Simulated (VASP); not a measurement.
# GaN (I-4m2) in VASP: further runs, part 2 of 2

VASP 6.6.1. Earlier steps stand in the parts before.

## (5) Single point, r2SCAN (epitaxial xy strain -5.0%)

The input, POSCAR:

```
GaN
1.0
    0.0000000000      2.1365049212      2.3620626401
    2.1365049212      0.0000000000      2.3620626401
    2.1365049212      2.1365049212      0.0000000000
Ga N
1 1
Direct
    0.0000000000      0.0000000000      0.0000000000
    0.2500000000      0.2500000000      0.2500000000
```

The input, INCAR.step1:

```
SYSTEM = GaN
  PREC = Accurate
  ENCUT = 520
  ISMEAR = 0
  SIGMA = 0.01
  LREAL = .FALSE.
  LASPH = .TRUE.
  NELM = 60
  NBANDS = 16
  GGA = PE
  ALGO = Normal
  EDIFF = 1E-4
  LWAVE = .TRUE.
  LCHARG = .FALSE.
```

The input, INCAR.step2:

```
SYSTEM = GaN
  PREC = Accurate
  ENCUT = 520
  EDIFF = 1E-6
  ISMEAR = 0
  SIGMA = 0.01
  LREAL = .FALSE.
  LASPH = .TRUE.
  NELM = 60
  ALGO = Normal
  ISIF = 2
  LWAVE = .FALSE.
  LCHARG = .TRUE.
  METAGGA = R2SCAN
  LMIXTAU = .TRUE.
  LELF = .TRUE.
  LVHAR = .TRUE.
  NBANDS = 16
  ISTART = 1
```

The input, KPOINTS:

```
regular mesh
0
G
  10 10 10
  0 0 0
```

Potentials or basis: VASP PAW PBE potentials, release 64 (Ga_d, N).

On the command line:

```console
cat potpaw_PBE.64/Ga_d/POTCAR potpaw_PBE.64/N/POTCAR > POTCAR
cp INCAR.step1 INCAR
mpirun -np 1 vasp_std > vasp.out
cp INCAR.step2 INCAR
mpirun -np 1 vasp_std > vasp.out
```

OUTCAR:

```text
SYSTEM = GaN
   PREC = Accurate
   ENCUT = 520
   EDIFF = 1E-6
   ISMEAR = 0
   LREAL = .FALSE.
   LASPH = .TRUE.
   NELM = 60
   ISIF = 2
   METAGGA = R2SCAN
   ISTART = 1

 ion  position               nearest neighbor table
   1  0.000  0.000  0.000-   2 1.92   2 1.92   2 1.92   2 1.92
   2  0.250  0.250  0.250-   1 1.92   1 1.92   1 1.92   1 1.92

  LATTYP: Found a body centered tetragonal cell.
 ALAT       =     3.0214742356
 C/A-ratio  =     1.5635166517

  Lattice vectors:

 A1 = (  -2.1365049212,   0.0000000000,   2.3620626401)
 A2 = (   2.1365049212,   0.0000000000,   2.3620626401)
 A3 = (   0.0000000000,   2.1365049212,  -2.3620626401)

Analysis of symmetry for initial positions (statically):
=====================================================================
 Subroutine PRICEL returns:
 Original cell was already a primitive cell.

 Routine SETGRP: Setting up the symmetry group for a
 body centered tetragonal supercell.

 Subroutine GETGRP returns: Found  8 space group operations
 (whereof  8 operations were pure point group operations)
 out of a pool of 16 trial point group operations.

The static configuration has the point symmetry D_2d.

Analysis of symmetry for dynamics (positions and initial velocities):
[... 160 lines left out ...]

 val. band max:        5.8807206098   @ k =   0.0000   0.0000   0.0000
 cond. band min:       8.1686509485   @ k =   0.0000   0.0000   0.0000
 fundamental gap:      2.2879303387
 Fermi energy:         6.0461497964

 k-point     1 :       0.0000    0.0000    0.0000
  band No.  band energies     occupation
      1     -11.5530      2.00000
      2      -8.3076      2.00000
      3      -8.1787      2.00000
      4      -8.1787      2.00000
      5      -7.8219      2.00000
      6      -7.8108      2.00000
[... 433 lines left out ...]
      3      -7.9287      2.00000
      4      -7.9238      2.00000
      5      -7.7663      2.00000
      6      -7.2675      2.00000
[... 8 lines left out ...]
     15      30.3605      0.00000
     16      30.5484      0.00000

 [... further k-points ...]

------------------------ aborting loop because EDIFF is reached ----------------------------------------

  FORCE on cell =-STRESS in cart. coord.  units (eV):
  Direction    XX          YY          ZZ          XY          YZ          ZX
  --------------------------------------------------------------------------------------
  -------------------------------------------------------------------------------------
  Total        2.3587314      2.3587314      0.1874045      0.0000000     -0.0000000      0.0000000
  in kB      175.2507456    175.2507456     13.9239159      0.0000000     -0.0000000      0.0000000
  external PRESSURE =     121.4751357 kB  Pullay stress =       0.0000000 kB

 VOLUME and BASIS-vectors are now :
 -----------------------------------------------------------------------------
  energy-cutoff  :      520.00
  volume of cell :       21.56
      direct lattice vectors                 reciprocal lattice vectors
     0.000000000  2.136504921  2.362062640    -0.234027076  0.234027076  0.211679399
     2.136504921  0.000000000  2.362062640     0.234027076 -0.234027076  0.211679399
     2.136504921  2.136504921  0.000000000     0.234027076  0.234027076 -0.211679399

 POSITION                                       TOTAL-FORCE (eV/Angst)
 -----------------------------------------------------------------------------------
      0.00000      0.00000      0.00000        -0.000000     -0.000000      0.000000
      1.06825      1.06825      1.18103         0.000000      0.000000     -0.000000
 -----------------------------------------------------------------------------------
    total drift:                                0.000009      0.000009      0.000012

  FREE ENERGIE OF THE ION-ELECTRON SYSTEM (eV)
  ---------------------------------------------------
  free  energy   TOTEN  =       -21.7785451597 eV

  energy  without entropy=      -21.7785451597  energy(sigma->0) =      -21.77854516
```

OUTCAR.step1:

```text
SYSTEM = GaN
   PREC = Accurate
   ENCUT = 520
   ISMEAR = 0
   LREAL = .FALSE.
   LASPH = .TRUE.
[... 678 lines left out ...]
      0.00000      0.00000      0.00000        -0.000000     -0.000000     -0.000000
      1.06825      1.06825      1.18103         0.000000      0.000000      0.000000
 -----------------------------------------------------------------------------------
    total drift:                               -0.000001     -0.000001     -0.000002

  FREE ENERGIE OF THE ION-ELECTRON SYSTEM (eV)
  ---------------------------------------------------
  free  energy   TOTEN  =       -11.9875703844 eV

  energy  without entropy=      -11.9875703844  energy(sigma->0) =      -11.98757038
```

Run time: 47 s. Hardware: 1 thread of Intel Xeon 6975P-C (Granite Rapids), shared host; peak memory 0.17 GiB.

Results:

```
Free energy            : -21.7785 eV
Pressure               : 12.1 GPa
Band gap on the k mesh : 2.29 eV, direct
```

Levels at points of the mesh, in eV from the valence-band top:
| k point | band 7 | band 8 | band 9 | band 10 | band 11 | band 12 |
| --- | --- | --- | --- | --- | --- | --- |
| (0.00, 0.00, 0.00) | -0.58 | 0.00 | 0.00 | 2.29 | 11.18 | 11.18 |
| (0.50, 0.00, 0.00) | -7.72 | -1.69 | -0.82 | 5.07 | 9.60 | 10.78 |
| (0.50, 0.50, 0.00) | -7.42 | -2.61 | -2.61 | 4.19 | 8.54 | 11.84 |
| (0.50, 0.00, 0.50) | -6.25 | -3.44 | -3.38 | 3.40 | 6.86 | 13.32 |

Caveat: the cell differs from its parent crystal (epitaxial xy strain -5.0%); the PAW data sets were made with another functional, which shifts forces and pressure a little.

## (6) Overview

| level | k mesh | smearing | gap on the mesh (eV) | pressure (GPa) |
| --- | --- | --- | --- | --- |
| PBE | 6 × 6 × 6 | gaussian 0.01 eV | 1.88 | 17.3 |
| PBE | 10 × 10 × 10 | fermi-dirac 0.02 eV | 1.88 | 17.3 |
| r2SCAN | 10 × 10 × 10 | gaussian 0.01 eV | 2.29 | 12.1 |

Alike in all rows: task single point; potentials or basis VASP PAW PBE potentials, release 64 (Ga_d, N); no spin polarisation; cell as given; cutoff (eV) 520.

Caveats: the PAW data sets were made with another functional, which shifts forces and pressure a little (some runs).

Total energies depend on the potentials used, so only differences within one code and one set of settings carry meaning.
